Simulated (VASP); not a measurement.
Here is a VASP 6.6.1 calculation.

Contents of INCAR:

```
SYSTEM = Ge
ALGO = Normal
EDIFF = 1E-6
ENCUT = 500
GGA = LIBXC
GGA_COMPAT = .False.
ISIF = 2
ISMEAR = -1
LASPH = .True.
LCHARG = .True.
LELF = .True.
LIBXC1 = GGA_X_PBE
LIBXC2 = LDA_C_PW
LREAL = .False.
LVHAR = .True.
LWAVE = .False.
NBANDS = 21
NELM = 120
PREC = Accurate
SIGMA = 0.1
```

Contents of KPOINTS:

```
k-points
0
Gamma
  8 8 8
  0 0 0
```

POSCAR

```
Ge
1.0
    0.0000000000      2.9765074839      2.9765074839
    2.9765074839      0.0000000000      2.9765074839
    2.9765074839      2.9765074839      0.0000000000
Ge
2
Direct
    0.7500000000      0.7500000000      0.7500000000
    0.5000000000      0.5000000000      0.5000000000
```

Potentials or basis: VASP PAW PBE potentials, release 64 (Ge_d).

Run with:

```console
$ cat potpaw_PBE.64/Ge_d/POTCAR > POTCAR
$ mpirun -np 1 vasp_std > vasp.out
```

(1) What does it give for the band gap on the k mesh?

(2) Estimate the pressure.

Results:

(1) zero (bands 14 and 15 overlap by 0.19 eV).

(2) 0.0 GPa.

Caveat: semilocal functionals underestimate gaps, so a narrow gap can read as zero; the PAW data sets were made with another functional, which shifts forces and pressure a little.

**Experimental background.**

From “Temperature-dependent photoluminescence in Ge: experiment and theory”, 2020, arxiv:2003.00143, for a bulk crystal of Ge at 0 K: band gap 0.744 eV (indirect).

A measured gap of Ge is 0.744 eV (indirect; 0 K; “Temperature-dependent photoluminescence in Ge: experiment and theory”, 2020, arxiv:2003.00143); the calculated 0.00 eV misses it by -0.74 eV. 3 values of this kind are on record (0.666 to 0.807 eV); this one was drawn at random among those near their median. Spin-orbit coupling on Ge is left out. The value is that of pbe exchange, lda correlation on a finite k mesh, which can miss the band edges, without temperature or zero-point motion.
